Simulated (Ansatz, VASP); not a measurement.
# One calculation of MoS2, two programs

```xyz
6
Lattice="3.2045 0.0000 0.0000 -1.6022 2.7752 0.0000 0.0000 0.0000 11.9418" Properties=species:S:1:pos:R:3 pbc="T T T"
Mo    0.0000    1.8501    2.9855
Mo    1.6023    0.9251    8.9564
S     0.0000    1.8501    7.4755
S     1.6023    0.9251    1.5046
S     0.0000    1.8501   10.4372
S     1.6023    0.9251    4.4663
```

Alike in both runs: task single point; functional PBEsol; k mesh 12 × 12 × 2; no spin polarisation.

```csv
,VASP,Ansatz
version,VASP 6.6.1,Ansatz 0.2.0
potentials or method,"VASP PAW PBE potentials, release 64 (Mo_sv, S), cutoff 520 eV","scalar-relativistic, plane waves, PAW"
occupations,"methfessel-paxton of order 1, width 0.2 eV","cold, width 0.2 eV"
valence electrons in the cell,52,52
```

VASP gave:

```
pressure (GPa)                                                : 2.6
traceless stress, the component that is largest in VASP (GPa) : 8.43
rms of the force components (eV/Å)                            : 0.533
```

Problem. Estimate Ansatz's values.

Solution. Pressure (GPa): 2.7; traceless stress, the component that is largest in VASP (GPa): 8.44; rms of the force components (eV/Å): 0.534.

VASP's potentials were made for PBE, not for PBEsol. Atom by atom the forces differ by 0.001 eV/Å (rms over components).
